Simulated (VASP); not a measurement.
ScTaN: single point with LDA

Crystal: ScTaN.

```xyz
6
Lattice="3.0294 0.0000 0.0000 -1.5147 2.6235 0.0000 0.0000 0.0000 10.1214" Properties=species:S:1:pos:R:3 pbc="T T T"
Ta    0.0000    1.7490    2.4837
Ta    1.5147    0.8745    7.6376
Sc    0.0000    0.0000    0.0000
Sc    0.0000    0.0000    5.0607
N     0.0000    1.7490    6.3775
N     1.5147    0.8745    3.7439
```

- Program: VASP 6.6.1
- Task: single point
- Functional: LDA
- Potentials or basis: VASP PAW LDA potentials, release 64 (Ta_sv_GW, Sc_sv, N)
- Cutoff: 700 eV
- k mesh: 10 × 10 × 3
- Occupations: fermi-dirac, width 0.05 eV
- Spin: no spin polarisation

```yaml
Pressure: 0.9 GPa
Largest_force: 0.048 eV/Å
Band_gap_on_the_k_mesh: zero (bands 29 and 30 overlap by 0.78 eV)
```

Forces on the atoms (eV/Å):
```
Ta   0.000  0.000 -0.048
Ta   0.000  0.000  0.048
Sc   0.000  0.000  0.000
Sc   0.000  0.000  0.000
N    0.000  0.000  0.032
N    0.000  0.000 -0.032
```

Levels at points of the mesh, in eV from the Fermi level:
| k point | band 26 | band 27 | band 28 | band 29 | band 30 | band 31 | band 32 | band 33 |
| --- | --- | --- | --- | --- | --- | --- | --- | --- |
| (0.00, 0.00, 0.00) | -1.30 | -1.18 | 0.53 | 0.53 | 0.77 | 0.81 | 1.44 | 1.44 |
| (0.50, 0.00, 0.00) | -1.80 | -1.25 | -0.87 | -0.29 | 0.35 | 0.71 | 2.05 | 2.46 |

Run time: 3.5 min on 1 thread of Intel(R) Xeon(R) Platinum 8488C (Sapphire Rapids), with other jobs on the host, peak memory 0.31 GiB.

Caveat: spin-orbit coupling is left out, which moves the levels of the heavy elements.
